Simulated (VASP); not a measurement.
Crystal: ZrN.

```
Zr N
1.0
     0.00000    2.29427    2.29427
     2.29427    0.00000    2.29427
     2.29427    2.29427    0.00000
Zr N
1 1
Direct
  0.50000 0.50000 0.50000
  0.00000 0.00000 0.00000
```

Base run:

- Program: VASP 6.6.1
- Functional: PBE
- Potentials or basis: VASP PAW PBE potentials, release 64 (Zr_sv, N)
- Cutoff: 600 eV
- k mesh: 8 × 8 × 8
- Occupations: gaussian, width 0.1 eV
- Spin: no spin polarisation

Its results: pressure 1.4 GPa.

Q: The run is repeated on the same cell with these changes: functional from PBE to PBEsol. What comes out?

A: Pressure -5.6 GPa.

PBEsol binds more tightly than PBE, so the same cell stands under less pressure.

Caveats: the PAW data sets were made with another functional, which shifts forces and pressure a little (some runs).
